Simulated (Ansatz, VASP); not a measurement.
**Two plane-wave programs on Mg2Sn**

Contents of POSCAR:

```
Mg2Sn
1.0
    0.0000000000      3.3338258294      3.3338258294
    3.3338258294      0.0000000000      3.3338258294
    3.3338258294      3.3338258294      0.0000000000
Mg Sn
2 1
Direct
    0.2500000000      0.2500000000      0.2500000000
    0.7500000000      0.7500000000      0.7500000000
    0.0000000000      0.0000000000      0.0000000000
```

The input INCAR.step1:

```
SYSTEM = Mg2Sn
PREC = Accurate ; ENCUT = 660
ISMEAR = 0 ; SIGMA = 0.05
LREAL = .FALSE. ; LASPH = .TRUE.
NELM = 200 ; MAGMOM = 0 0 0 0 0 0 0 0 0
LSORBIT = .TRUE. ; GGA_COMPAT = .FALSE.
NBANDS = 31 ; GGA = PE
ALGO = Normal ; EDIFF = 1E-5
LWAVE = .TRUE. ; LCHARG = .FALSE.
```

The input INCAR.step2:

```
SYSTEM = Mg2Sn
PREC = Accurate ; ENCUT = 660
EDIFF = 1E-6 ; ISMEAR = 0
SIGMA = 0.05 ; LREAL = .FALSE.
LASPH = .TRUE. ; NELM = 200
ALGO = Normal ; ISIF = 2
LWAVE = .FALSE. ; LCHARG = .FALSE.
MAGMOM = 0 0 0 0 0 0 0 0 0 ; LORBIT = 11
LSORBIT = .TRUE. ; GGA_COMPAT = .FALSE.
LORBMOM = .TRUE. ; METAGGA = R2SCAN
LMIXTAU = .TRUE. ; NBANDS = 31
ISTART = 1
```

KPOINTS

```
Automatic mesh
0
G
  6 6 6
  0 0 0
```

Input for Ansatz:

```yaml
crystal:
  lattice:
    - [0.0, 3.3338258294, 3.3338258294]
    - [3.3338258294, 0.0, 3.3338258294]
    - [3.3338258294, 3.3338258294, 0.0]
  atoms:
    - { symbol: Mg, position: [0.25, 0.25, 0.25] }
    - { symbol: Mg, position: [0.75, 0.75, 0.75] }
    - { symbol: Sn, position: [0.0, 0.0, 0.0] }
basis:
  ecutwfc: 500
  ecutrho_ratio: 4
kpoints:
  mp_grid: { grid: [6, 6, 6] }
hamiltonian:
  xc: r2scan
scf:
  occupations: { method: gaussian, width: 0.05 }
output:
  forces: true
  stress: true
  eigenvalues: true
  populations: true
  topological_invariants: true
magnetization:
  noncollinear: true
  spin_orbit: true
```

Alike in both runs: task single point; functional r2SCAN; k mesh 6 × 6 × 6; occupations gaussian, width 0.05 eV; non-collinear spin, spin-orbit coupling.

|  | VASP | Ansatz |
| --- | --- | --- |
| version | VASP 6.6.1 | Ansatz 0.2.0 |
| potentials or method | VASP PAW PBE potentials, release 64 (Mg, Sn_d), cutoff 660 eV | plane waves, PAW |
| valence electrons in the cell | 18 | 34 |

Ansatz gave:

```
pressure (GPa) : 2.0
```

**Question.** Which values does VASP return?

**Answer.** Pressure (GPa): 1.8.

VASP's potentials were made for PBE, not for r2SCAN. The functional is the same, so the differences come from potentials, cutoffs and numerics. VASP's potentials hold 18 valence electrons a cell and Ansatz's 34, so a difference there can come from the potentials and not from the codes.
